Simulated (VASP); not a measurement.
Write the native input for VASP 6.6.1 that does the following.

* Task: single point
* Functional: PBE
* Potentials or basis: VASP PAW PBE potentials, release 64 (Al, As)
* Cutoff: 500 eV
* k mesh: 8 × 8 × 8
* Occupations: gaussian, width 0.02 eV
* Spin: no spin polarisation
* Dipole correction: no
* Further INCAR settings: ALGO = Normal; EDIFF = 1e-06; NBANDS = 11

The structure of AlAs lies in POSCAR:

```
AlAs
1.0
    0.0000000000      2.8642081016      2.8642081016
    2.8642081016      0.0000000000      2.8642081016
    2.8642081016      2.8642081016      0.0000000000
Al As
1 1
Direct
    0.0000000000      0.0000000000      0.0000000000
    0.2500000000      0.2500000000      0.2500000000
```

These files were run (other wordings do the same):

INCAR

```
ALGO = Normal
EDIFF = 1E-6
ENCUT = 500
GGA = PE
GGA_COMPAT = False
ISIF = 2
ISMEAR = 0
LASPH = True
LCHARG = False
LREAL = False
LWAVE = False
NBANDS = 11
NELM = 120
PREC = Accurate
SIGMA = 0.02
```

KPOINTS

```
k-points
0
Gamma
  8 8 8
```

Potentials or basis: VASP PAW PBE potentials, release 64 (Al, As).

The run is started by

```sh
$ cat potpaw_PBE.64/Al/POTCAR potpaw_PBE.64/As/POTCAR > POTCAR
$ mpirun -np 1 vasp_std > vasp.out
```

It gave:

```json
{"Pressure": "0.2 GPa", "Band gap on the k mesh": "1.49 eV (least direct gap 1.78 eV)"}
```

It took 21 s on 1 thread of Intel Xeon 8259CL, with other jobs on the host, peak memory 0.17 GiB.
